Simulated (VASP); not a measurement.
# Cu in VASP: single point with PBEsol+D4

Aim: the single point of Cu with PBEsol+D4.

Program: VASP 6.6.1. These are calculated values, not measurements. Logs are shortened: lines on timing, memory, paths and dates and some standing lists are left out, and cuts for length are marked.

### Step 1. The cell of the first run

The cell holds a slab with vacuum, 4 atoms: a = 2.457 Å, b = 2.457 Å, c = 23.021 Å, α = 90.00°, β = 90.00°, γ = 120.00°.

### Step 2. Single point, PBEsol+D4

INCAR reads:

```
ALGO = Normal
DIPOL = 0.5 0.5 0.437
EDIFF = 1E-6
ENCUT = 520
GGA = PS
GGA_COMPAT = False
IDIPOL = 3
ISIF = 2
ISMEAR = 1
IVDW = 13
LASPH = True
LCHARG = False
LDIPOL = True
LREAL = False
LWAVE = False
NBANDS = 30
NELM = 120
NELMDL = -8
PREC = Accurate
SIGMA = 0.1
```

KPOINTS reads:

```
k-points
0
Gamma
  24 24 1
```

POSCAR reads:

```
Cu
1.0
    2.4568680386      0.0000000000      0.0000000000
   -1.2284340193      2.1277101352      0.0000000000
    0.0000000000      0.0000000000     23.0206405349
Cu
4
Direct
    0.0000000000      0.0000000000      0.3040749448
    0.6666666667      0.3333333333      0.3929452496
    0.3333333333      0.6666666667      0.4822180557
    1.0000000000      1.0000000000      0.5707105392
```

Potentials or basis: VASP PAW PBE potentials, release 64 (Cu).

Started as:

```
> cat potpaw_PBE.64/Cu/POTCAR > POTCAR
> mpirun -np 1 vasp_std > vasp.out
```

OUTCAR:

```text
EDIFF = 1E-6
   ENCUT = 520
   GGA = PS
   ISIF = 2
   ISMEAR = 1
   IVDW = 13
   LASPH = True
   LREAL = False
   NELM = 120
   NELMDL = -8
   PREC = Accurate

 ion  position               nearest neighbor table
   1  0.000  0.000  0.304-   2 2.49   2 2.49   2 2.49
   2  0.667  0.333  0.393-   1 2.49   1 2.49   1 2.49   3 2.50   3 2.50   3 2.50
   3  0.333  0.667  0.482-   4 2.48   4 2.48   4 2.48   2 2.50   2 2.50   2 2.50
   4  0.000  0.000  0.571-   3 2.48   3 2.48   3 2.48

  LATTYP: Found a hexagonal cell.
 ALAT       =     2.4568680386
 C/A-ratio  =     9.3699133096

  Lattice vectors:

 A1 = (   2.4568680386,   0.0000000000,   0.0000000000)
 A2 = (  -1.2284340193,   2.1277101352,   0.0000000000)
 A3 = (   0.0000000000,   0.0000000000,  23.0206405349)

Analysis of symmetry for initial positions (statically):
=====================================================================
 Subroutine PRICEL returns:
 Original cell was already a primitive cell.

 Routine SETGRP: Setting up the symmetry group for a
 hexagonal supercell.

 Subroutine GETGRP returns: Found  6 space group operations
 (whereof  6 operations were pure point group operations)
 out of a pool of 24 trial point group operations.

The static configuration has the point symmetry C_3v.

Analysis of symmetry for dynamics (positions and initial velocities):
=====================================================================
 Subroutine PRICEL returns:
 Original cell was already a primitive cell.

 Routine SETGRP: Setting up the symmetry group for a
 hexagonal supercell.

 Subroutine GETGRP returns: Found  6 space group operations
 (whereof  6 operations were pure point group operations)
 out of a pool of 24 trial point group operations.

The dynamic configuration has the point symmetry C_3v.

 Subroutine INISYM returns: Found  6 space group operations
 (whereof  6 operations are pure point group operations),
 and found     1 'primitive' translations

----------------------------------------------------------------------------------------

                                     Primitive cell

  volume of cell :     120.3405

  direct lattice vectors                    reciprocal lattice vectors
     2.456868039  0.000000000  0.000000000     0.407022267  0.234994416  0.000000000
    -1.228434019  2.127710135  0.000000000     0.000000000  0.469988831  0.000000000
     0.000000000  0.000000000 23.020640535     0.000000000  0.000000000  0.043439278

  length of vectors
     2.456868039  2.456868039 23.020640535     0.469988831  0.469988831  0.043439278

  position of ions in fractional coordinates (direct lattice)
     0.000000000  0.000000000  0.304074945
     0.666666667  0.333333333  0.392945250
     0.333333333  0.666666667  0.482218056
     0.000000000  0.000000000  0.570710539

  ion indices of the primitive-cell ions
   primitive index   ion index
                 1           1
                 2           2
                 3           3
                 4           4

----------------------------------------------------------------------------------------

 KPOINTS: k-points

Automatic generation of k-mesh.
 Grid dimensions read from file:
 generate k-points for:   24   24    1

 Generating k-lattice:

  Cartesian coordinates                     Fractional coordinates (reciprocal lattice)
     0.016959261  0.009791434  0.000000000     0.041666667  0.000000000  0.000000000
     0.000000000  0.019582868  0.000000000     0.000000000  0.041666667  0.000000000
     0.000000000  0.000000000  0.043439278     0.000000000  0.000000000  1.000000000

  Length of vectors
     0.019582868  0.019582868  0.043439278

  Shift w.r.t. Gamma in fractional coordinates (k-lattice)
     0.000000000  0.000000000  0.000000000

 Subroutine IBZKPT returns following result:
 ===========================================

 Found     61 irreducible k-points:

 Following reciprocal coordinates:
            Coordinates               Weight
  0.000000  0.000000  0.000000      1.000000
  0.041667 -0.000000  0.000000      6.000000
  0.083333 -0.000000  0.000000      6.000000
  0.125000 -0.000000  0.000000      6.000000
  0.166667 -0.000000  0.000000      6.000000
  0.208333  0.000000  0.000000      6.000000
[... 16 lines left out ...]
  0.416667  0.041667  0.000000     12.000000
  0.458333  0.041667  0.000000     12.000000
 [... further k-points ...]
   k-points           NKPTS =     61   k-points in BZ     NKDIM =     61   number of bands    NBANDS=     30
   number of dos      NEDOS =    301   number of ions     NIONS =      4
   total plane-waves  NPLWV =  58320
   dimension x,y,z NGX =    18 NGY =   18 NGZ =  180
   dimension x,y,z NGXF=    36 NGYF=   36 NGZF=  360
   ions per type =               4
   NGX,Y,Z   is equivalent  to a cutoff of  12.18, 12.18, 13.00 a.u.
   NGXF,Y,Z  is equivalent  to a cutoff of  24.36, 24.36, 26.00 a.u.
 SYSTEM =  unknown system
   PREC   = accura    normal or accurate (medium, high low for compatibility)
   ISTART =      0    job   : 0-new  1-cont  2-samecut
   ICHARG =      2    charge: 1-file 2-atom 10-const
   ISPIN  =      1    spin polarized calculation?
   LNONCOLLINEAR =      F non collinear calculations
   LSORBIT =      F    spin-orbit coupling
   LASPH  =      T    aspherical Exc in radial PAW
   ENCUT  =  520.0 eV  38.22 Ry    6.18 a.u.   4.57  4.57 42.80*2*pi/ulx,y,z
   NELM   =    120;   NELMIN=  2; NELMDL= -8     # of ELM steps
   EDIFF  = 0.1E-05   stopping-criterion for ELM
   LREAL  =      F    real-space projection
   EDIFFG = 0.1E-04   stopping-criterion for IOM
   NSW    =      0    number of steps for IOM
   IBRION =     -1    ionic relax: 0-MD 1-quasi-New 2-CG
   NFREE  =      0    steps in history (QN), initial steepest desc. (CG)
   ISIF   =      2    stress and relaxation
   ISYM   =      2    0-nonsym 1-usesym 2-fastsym
   POTIM  = 0.5000    time-step for ionic-motion
   TEBEG  =    0.0;   TEEND  =   0.0 temperature during run
   PSTRESS=    0.0 pullay stress
   NELECT =      44.0000    total number of electrons
   NUPDOWN=      -1.0000    fix difference up-down
   EMIN   =  10.00;   EMAX   =-10.00  energy-range for DOS
   EFERMI =   0.00;   METHOD = LEGACY
   ISMEAR =     1;   SIGMA  =   0.10  broadening in eV -4-tet -1-fermi 0-gaus
   EFERMI_NEDOS =   21; number of points for ismear=-14 and -15
   IALGO  =     38    algorithm
   IMIX   =      4    mixing-type and parameters
     AMIX     =   0.40;   BMIX     =  1.00
     AMIX_MAG =   1.60;   BMIX_MAG =  1.00
  volume/ion in A,a.u.               =      30.09       203.02
  Fermi-wavevector in a.u.,A,eV,Ry     =   1.170636  2.212181 18.645265  1.370388
  Thomas-Fermi vector in A             =   2.307091
   LORBIT       =      0    0 simple, 1 ext, 2 COOP (PROOUT), +10 PAW based schemes
   GGA     = PS    functional components
   LHFCALC =     F    Hartree Fock is set to
   AEXX    =    0.0000 exact exchange contribution
   IVDW    =    13    specifies the selected vdW correction
   LEPSILON=     F    determine dielectric tensor
   LRPA    =     F    only Hartree local field effects (RPA)
 non-spin polarized calculation
 Methfessel and Paxton  Order N= 1 SIGMA  =   0.10
  energy-cutoff  :      520.00
  volume of cell :      120.34
 maximum number of plane-waves:      3292
   NGX =  9   NGY =  9   NGZ = 85

 dipolmoment           0.000000      0.000000      0.000137 electrons x Angstroem

 number of electron      44.0000031 magnetization

 dipolmoment           0.000000      0.000000     -0.000129 electrons x Angstroem

 Free energy of the ion-electron system (eV)
  ---------------------------------------------------
  ext. energy  EPLUGINS =         0.00000000
  ---------------------------------------------------
  free energy    TOTEN  =       -16.10796319 eV

  energy without entropy =      -16.10753548  energy(sigma->0) =      -16.10782062

 E-fermi :  -0.1303     XC(G=0):  -5.6061

 val. band max:       -0.1316494757   @ k =   0.3333   0.0417   0.0000
 cond. band min:      -0.0992540128   @ k =   0.3333   0.1667   0.0000
 fundamental gap:      0.0323954629
 Fermi energy:        -0.1302977663

 k-point     1 :       0.0000    0.0000    0.0000
  band No.  band energies     occupation
      1      -9.7349      2.00000
      2      -8.3713      2.00000
      3      -6.6259      2.00000
      4      -5.8073      2.00000
      5      -3.5797      2.00000
      6      -3.4581      2.00000
[... 22 lines left out ...]
     29       5.9206      0.00000
     30       7.6406      0.00000

 k-point     2 :       0.0417   -0.0000    0.0000
  band No.  band energies     occupation
      1      -9.6742      2.00000
      2      -8.3133      2.00000
      3      -6.5721      2.00000
      4      -5.7626      2.00000
      5      -3.5909      2.00000
      6      -3.4901      2.00000
[... 22 lines left out ...]
     29       5.9682      0.00000
     30       7.6951      0.00000

 k-point     3 :       0.0833   -0.0000    0.0000
  band No.  band energies     occupation
      1      -9.4937      2.00000
      2      -8.1412      2.00000
      3      -6.4139      2.00000
      4      -5.6320      2.00000
      5      -3.6397      2.00000
      6      -3.5623      2.00000
[... 22 lines left out ...]
     29       6.1124      0.00000
     30       7.8592      0.00000

 k-point     4 :       0.1250   -0.0000    0.0000
  band No.  band energies     occupation
      1      -9.1970      2.00000
      2      -7.8611      2.00000
      3      -6.1625      2.00000
      4      -5.4279      2.00000
      5      -3.7505      2.00000
      6      -3.6445      2.00000
[... 22 lines left out ...]
     29       6.3568      0.00000
     30       8.1340      0.00000

 k-point     5 :       0.1667   -0.0000    0.0000
  band No.  band energies     occupation
      1      -8.7917      2.00000
      2      -7.4852      2.00000
      3      -5.8421      2.00000
      4      -5.1741      2.00000
      5      -3.9035      2.00000
      6      -3.7266      2.00000
[... 22 lines left out ...]
     29       6.7064      0.00000
     30       8.5205      0.00000
[... 526 lines left out ...]
     29       8.9658      0.00000
     30       9.6824      0.00000

 k-point    22 :       0.3750    0.0417    0.0000
  band No.  band energies     occupation
      1      -5.7814      2.00000
      2      -5.4219      2.00000
      3      -4.9552      2.00000
      4      -4.7826      2.00000
      5      -4.5366      2.00000
      6      -4.2149      2.00000
[... 22 lines left out ...]
     29       9.4025      0.00000
     30       9.8765      0.00000

 k-point    23 :       0.4167    0.0417    0.0000
  band No.  band energies     occupation
      1      -5.5424      2.00000
      2      -5.3628      2.00000
      3      -4.9166      2.00000
      4      -4.8267      2.00000
      5      -4.6197      2.00000
      6      -4.2814      2.00000
[... 22 lines left out ...]
     29       9.5279      0.00000
     30      10.2684      0.00000

 k-point    24 :       0.4583    0.0417    0.0000
  band No.  band energies     occupation
      1      -5.4456      2.00000
      2      -5.3484      2.00000
      3      -4.9057      2.00000
      4      -4.8085      2.00000
      5      -4.6840      2.00000
      6      -4.3159      2.00000
[... 22 lines left out ...]
     29       9.1738      0.00000
     30      10.3725      0.00000

 [... further k-points ...]

------------------------ aborting loop because EDIFF is reached ----------------------------------------

 vacuum level on the upper side and lower side of the slab       (xc-potential included)        -0.209        -0.204

  DFT-D4 for vdW energy calculation

  Edisp (eV):   -1.02595

  FORCE on cell =-STRESS in cart. coord.  units (eV):
  Direction    XX          YY          ZZ          XY          YZ          ZX
  --------------------------------------------------------------------------------------
  -------------------------------------------------------------------------------------
  Total       0.84863     0.84863     0.52398     0.00000     0.00000     0.00000
  in kB      11.29837    11.29837     6.97616     0.00000     0.00000     0.00000
  external pressure =        9.86 kB  Pullay stress =        0.00 kB

 VOLUME and BASIS-vectors are now :
 -----------------------------------------------------------------------------
  energy-cutoff  :      520.00
  volume of cell :      120.34
      direct lattice vectors                 reciprocal lattice vectors
     2.456868039  0.000000000  0.000000000     0.407022267  0.234994416  0.000000000
    -1.228434019  2.127710135  0.000000000     0.000000000  0.469988831  0.000000000
     0.000000000  0.000000000 23.020640535     0.000000000  0.000000000  0.043439278

 POSITION                                       TOTAL-FORCE (eV/Angst)
 -----------------------------------------------------------------------------------
      0.00000      0.00000      7.00000        -0.000000     -0.000000     -0.089721
      1.22843      0.70924      9.04585        -0.000000     -0.000000      0.047857
     -0.00000      1.41847     11.10097         0.000000      0.000000     -0.092341
      0.00000      0.00000     13.13812        -0.000000     -0.000000      0.134205
 -----------------------------------------------------------------------------------
    total drift:                               -0.000000     -0.000000      0.000328

  FREE ENERGIE OF THE ION-ELECTRON SYSTEM (eV)
  ---------------------------------------------------
  free  energy   TOTEN  =       -17.1339153623 eV

  energy  without entropy=      -17.1334876508  energy(sigma->0) =      -17.13377279

 vacuum level on the upper side and lower side of the slab         4.752         4.757
```

Run time: 13 min. Hardware: 1 thread of AMD EPYC 7R13, shared host; peak memory 0.3 GiB.

Results:

| Property | Result |
| --- | --- |
| Free energy | -17.1339 eV |
| Largest force | 0.134 eV/Å |
| Band gap on the k mesh | zero (band 22 reaches 4.00 eV, above the bottom of band 23 at -1.74 eV) |
| Dispersion energy per atom | -0.256 eV |

Forces on the atoms (eV/Å):
```
Cu   0.000  0.000 -0.090
Cu   0.000  0.000  0.048
Cu   0.000  0.000 -0.092
Cu   0.000  0.000  0.134
```

Levels at points of the mesh, in eV from the Fermi level:
```
           k point  band 18  band 19  band 20  band 21  band 22  band 23  band 24  band 25  band 26  band 27
(0.00, 0.00, 0.00)    -2.08    -2.08    -1.72    -1.72    -1.60    -1.60    -1.35    -0.47     4.53     4.73
(0.50, 0.00, 0.00)    -1.54    -1.27    -1.26    -0.24     0.90     1.55     1.66     4.95     5.87     6.75
```

Caveat: the PAW data sets were made with another functional, which shifts forces and pressure a little.
